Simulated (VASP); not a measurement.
# H3C2N in VASP: a series of runs, part 2 of 2

VASP 6.6.1. Earlier steps stand in the parts before.

**3. Single point, PBE+D3(BJ)**

Contents of INCAR:

```
PREC     = Accurate       # precision mode
ENCUT    = 1000           # plane-wave cutoff, eV
EDIFF    = 1E-6           # SCF threshold, eV
ISMEAR   = -1             # smearing method
SIGMA    = 0.05           # smearing width, eV
LREAL    = Auto         
LASPH    = True           # aspherical terms in the spheres
NELM     = 120            # most SCF steps
ALGO     = Normal         # electronic algorithm
ISIF     = 2              # what is computed and relaxed
LWAVE    = False          # write WAVECAR
LCHARG   = True           # write CHGCAR
GGA      = PE             # functional
IVDW     = 12             # dispersion correction
LELF     = True           # ELF
LVHAR    = True         
NBANDS   = 72             # bands
GGA_COMPAT= False
```

Contents of KPOINTS:

```
Automatic mesh
0
Gamma
  1 1 1
```

Contents of POSCAR:

```
H3C2N
1.0
    8.0517480000      0.0000000000      0.0000000000
    0.0000000000      8.0517480000      0.0000000000
    0.0000000000      0.0000000000      8.0517480000
C N H
12 6 18
Direct
    0.6490764490      0.3155836472      0.2770081726
    0.7196325568      0.3399510268      0.4417053291
   -0.0669047268      0.0927500463      0.8176857994
    0.0114509297      0.2247089700      0.9108456946
    0.1517434475      0.6980968605      0.7427455504
    0.2507033255      0.5967772464      0.6369921165
    0.3153849326      0.7593009617      0.3035862523
    0.1578166629      0.7832212335      0.2157916517
    0.4717236555      0.2567020230      0.8412583206
    0.3943615722      0.1489366036      0.7195952978
    0.6816532261      0.7707643111      0.5697147998
    0.6559942015      0.7321639972      0.7429815240
    0.8028815606      0.3818301318      0.5497439811
    0.0814357330      0.3379142020      0.9703979807
    0.3209613614      0.4948118098      0.5581024145
    0.0526096942      0.8348870332      0.1307542164
    0.3469184580      0.0469090687      0.6288572370
    0.6133699167      0.7104420059      0.8794363659
    0.6654331457      0.4166176090      0.1872015865
    0.7092248789      0.2007886983      0.2232807087
    0.5148944055      0.3059832474      0.2863725988
    0.0102834813      0.0374080262      0.7142921015
   -0.1059894075     -0.0081100402      0.8964264654
   -0.1780855536      0.1391499088      0.7527682188
    0.1469246181      0.6450773174      0.8620115781
    0.2079300048      0.8226536648      0.7641694698
    0.0265904994      0.7240291177      0.6933525490
    0.3136834387      0.6292422465      0.3487938271
    0.4256839633      0.7841278689      0.2253051139
    0.3273202291      0.8374206446      0.4141088370
    0.5695657639      0.3336294181      0.7884623314
    0.3891949922      0.3314932360      0.9210049793
    0.5460429214      0.1719999185      0.9213899889
    0.5878847674      0.8685194817      0.5455709742
    0.8092528480      0.8182571039      0.5525384053
    0.6693701790      0.6565655060      0.4876208247
```

Potentials or basis: VASP PAW PBE potentials, release 64 (C_h, N_h, H_h).

On the command line:

```console
> cat potpaw_PBE.64/C_h/POTCAR potpaw_PBE.64/N_h/POTCAR potpaw_PBE.64/H_h/POTCAR > POTCAR
> mpirun -np 1 vasp_gam > vasp.out
```

OUTCAR:

```text
PREC = Accurate
   ENCUT = 1000
   EDIFF = 1E-6
   ISMEAR = -1
   LREAL = Auto
   LASPH = True
   NELM = 120
   ISIF = 2
   GGA = PE
   IVDW = 12
 IVDW          = 12

 ion  position               nearest neighbor table
   1  0.649  0.316  0.277-  21 1.09  19 1.10  20 1.13   2 1.46
   2  0.720  0.340  0.442-  13 1.15   1 1.46
   3  0.933  0.093  0.818-  23 1.08  24 1.10  22 1.13   4 1.45
[... 341 lines left out ...]
  -------------------------------------------------------------------------------------
  Total      -2.66207    -3.28629     1.11892     1.61330    -5.04872     1.01300
  in kB      -8.17069   -10.08664     3.43430     4.95170   -15.49607     3.10920
  external pressure =       -4.94 kB  Pullay stress =        0.00 kB

 VOLUME and BASIS-vectors are now :
 -----------------------------------------------------------------------------
  energy-cutoff  :     1000.00
  volume of cell :      522.00
      direct lattice vectors                 reciprocal lattice vectors
     8.051748000  0.000000000  0.000000000     0.124196634  0.000000000  0.000000000
     0.000000000  8.051748000  0.000000000     0.000000000  0.124196634  0.000000000
     0.000000000  0.000000000  8.051748000     0.000000000  0.000000000  0.124196634

 POSITION                                       TOTAL-FORCE (eV/Angst)
 -----------------------------------------------------------------------------------
      5.22620      2.54100      2.23040         0.011802     -1.139878     -0.188043
      5.79430      2.73720      3.55650        -0.191319      0.560512     -2.326113
      7.51305      0.74680      6.58380        -0.213968     -0.267763     -1.152060
      0.09220      1.80930      7.33390         0.942975      0.949151     -0.172366
      1.22180      5.62090      5.98040         0.075221      2.071093     -0.726542
      2.01860      4.80510      5.12890         0.797972     -2.371141     -1.021231
[... 28 lines left out ...]
      6.51590      6.58840      4.44890        -0.262076      0.099946     -0.153266
      5.38960      5.28650      3.92620        -0.137435      1.068213      0.785597
 -----------------------------------------------------------------------------------
    total drift:                                0.003138     -0.002132     -0.003244

  FREE ENERGIE OF THE ION-ELECTRON SYSTEM (eV)
  ---------------------------------------------------
  free  energy   TOTEN  =      -222.4086449044 eV

  energy  without entropy=     -222.4086449044  energy(sigma->0) =     -222.40864490
```

It took 3 min on 1 thread of AMD EPYC 7R13 (Zen 3), shared host; peak memory 0.99 GiB.

Results:

* Free energy: -222.4086 eV
* Pressure: -0.5 GPa
* Largest force: 2.702 eV/Å
* Band gap on the k mesh: 5.79 eV
* Dispersion energy per atom: -0.045 eV

Forces on the atoms (eV/Å):
```
C    0.012 -1.140 -0.188
C   -0.191  0.561 -2.326
C   -0.214 -0.268 -1.152
C    0.943  0.949 -0.172
C    0.075  2.071 -0.727
C    0.798 -2.371 -1.021
C   -0.378 -0.918 -0.179
C    1.008  1.415 -0.407
C    0.747 -0.583  0.713
C    0.103  0.103  0.158
C    0.242 -0.472 -0.399
C   -0.536 -0.322  0.370
N    0.651  0.095  1.772
N   -0.683 -1.057 -0.261
N   -0.753  1.477  1.237
N   -0.277 -0.531  0.292
N   -0.050  0.253  0.003
N    0.277 -0.043 -0.058
H    0.618  0.344  0.359
H   -0.674  0.634  0.243
H   -0.426 -0.558  0.069
H   -0.055  0.696  0.902
H   -0.041 -0.504  0.585
H    0.082  0.246  0.167
H   -0.421 -0.912  1.455
H    0.084 -0.401 -0.333
H    0.192 -0.460  0.047
H    0.487  0.411 -0.305
H   -0.457 -0.155 -0.202
H   -0.360  0.221  0.036
H   -0.162  0.437 -0.507
H   -0.123 -0.252 -0.437
H   -0.430  0.076  0.089
H    0.315 -0.210 -0.454
H   -0.262  0.100 -0.153
H   -0.137  1.068  0.786
```

Stress tensor (GPa, compression positive):
```
-0.82  0.50  0.31
 0.50 -1.01 -1.55
 0.31 -1.55  0.34
```

Caveat: the k points lie up to 0.78 Å⁻¹ apart; the atoms stand as in a frame of molecular dynamics.
